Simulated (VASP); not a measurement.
The system is Cr.

```xyz
1
Lattice="-1.4420 1.4420 1.4420 1.4420 -1.4420 1.4420 1.4420 1.4420 -1.4420" Properties=species:S:1:pos:R:3 pbc="T T T"
Cr    0.0000    0.0000    0.0000
```

| Item | Value |
| --- | --- |
| Program | VASP 6.6.1 |
| Task | relaxation of cell and atoms |
| Functional | RPBE |
| Potentials or basis | VASP PAW PBE potentials, release 64 (Cr_pv) |
| Cutoff | 600 eV |
| k mesh | 15 × 15 × 15 |
| Occupations | fermi-dirac, width 0.1 eV |
| Spin | no spin polarisation |

At the start: pressure -4.2 GPa; volume 11.99 Å³/atom.

**Question.** Where does the relaxation end?

**Answer.** Over 3 steps the energy falls by 2.9 meV/atom and the volume is 11.78 Å³/atom (-1.8 %); space group Im-3m (No. 229, to 0.05 Å).

The path:
```
step  energy change (eV)  largest force (eV/Å)  pressure (GPa)  volume (Å³)
   1              0.0000                0.0000           -4.21        11.99
   2              0.0041                0.0000            7.05        11.45
   3             -0.0029                0.0000           -0.03        11.78
```

Final structure:
```cif
data_structure
_symmetry_space_group_name_H-M 'P 1'
_symmetry_Int_Tables_number 1
_cell_length_a 2.4826
_cell_length_b 2.4826
_cell_length_c 2.4826
_cell_angle_alpha 109.471
_cell_angle_beta 109.471
_cell_angle_gamma 109.471
_cell_volume 11.78
loop_
_atom_site_label
_atom_site_type_symbol
_atom_site_fract_x
_atom_site_fract_y
_atom_site_fract_z
_atom_site_occupancy
Cr1 Cr 0.00000 0.00000 0.00000 1
```

Caveat: the PAW data sets were made with another functional, which shifts forces and pressure a little; the run has no spin polarisation, though such a crystal can be magnetic.
